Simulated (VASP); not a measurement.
# BaTe: single point with HSE06

The system is BaTe.

```
Ba Te
1.0
    -0.01513    3.89902    3.89902
     3.89902   -0.01513    3.89902
     3.89902    3.89902   -0.01513
Ba Te
1 1
Direct
  0.99958 0.99958 0.99958
  0.25042 0.25042 0.25042
```

This cell differs from its parent crystal: strain along [111] -0.6%.

- Program: VASP 6.6.1
- Task: single point
- Functional: HSE06
- Potentials or basis: VASP PAW PBE potentials, release 64 (Ba_sv, Te)
- Cutoff: 520 eV
- k mesh: 4 × 4 × 4
- Occupations: gaussian, width 0.01 eV
- Spin: no spin polarisation

* Pressure: 0.1 GPa
* Band gap on the k mesh: 3.30 eV (least direct gap 3.69 eV)

Levels at points of the mesh, in eV from the valence-band top:
```
           k point  band 4  band 5  band 6  band 7  band 8  band 9  band 10  band 11  band 12  band 13
(0.00, 0.00, 0.00)  -12.87   -9.50   -0.45   -0.45   -0.44    3.30     5.10     5.10     7.05     7.08
(0.50, 0.00, 0.00)  -12.89   -9.17   -0.74   -0.25   -0.25    4.87     5.26     5.31     5.34     6.19
(0.50, 0.50, 0.00)  -12.92   -9.07   -1.02   -0.01    0.00    3.69     4.78     5.99     6.00     6.08
(0.50, 0.50, 0.50)  -12.89   -9.18   -0.73   -0.26   -0.26    4.88     5.29     5.29     5.32     6.22
```

Run time: 36 min on 1 thread of Intel Xeon 8259CL, with other jobs on the host, peak memory 0.4 GiB.

Caveat: the cell differs from its parent crystal (strain along [111] -0.6%); the PAW data sets were made with another functional, which shifts forces and pressure a little; spin-orbit coupling is left out, which moves the levels of the heavy elements. A k mesh can miss the band edges.
